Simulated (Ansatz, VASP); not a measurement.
One calculation of AsSe4, two programs

```
As Se
1.0
    -3.68168    3.68168    2.26489
     3.68168   -3.68168    2.26489
     3.68168    3.68168   -2.26489
As Se
1 4
Direct
  0.00000 0.00000 0.00000
  0.79718 0.60235 0.39953
  0.20282 0.39765 0.60047
  0.60235 0.20282 0.80518
  0.39765 0.79718 0.19482
```

Change from the starting cell: species swapped into the ScAu4 type (I4/m, No. 87).

Alike in both runs: task single point; functional PBE; k mesh 4 × 4 × 4; occupations gaussian, width 0.1 eV; no spin polarisation.

|  | VASP | Ansatz |
| --- | --- | --- |
| version | VASP 6.6.1 | Ansatz 0.2.0 |
| potentials or method | VASP PAW PBE potentials, release 64 (As, Se), cutoff 520 eV | scalar-relativistic, plane waves, PAW |
| valence electrons in the cell | 29 | 79 |

|  | VASP | Ansatz | Ansatz less VASP |
| --- | --- | --- | --- |
| gap on the k mesh at the Fermi level (eV) | none | none | - |
| pressure (GPa) | -8.7 | -8.7 | +0.01 |
| traceless stress, the component that is largest in VASP (GPa) | -1.06 | -1.06 | 0.000 |
| rms of the force components (eV/Å) | 0.207 | 0.207 | -0.0001 |

Atom by atom the forces differ by 0.000 eV/Å (rms over components). A gap of «none» marks a metal or a gap that the smearing closes. VASP's potentials hold 29 valence electrons a cell and Ansatz's 79, so a difference there can come from the potentials and not from the codes.

The k mesh is coarse, so the values compare programs but aren't converged.
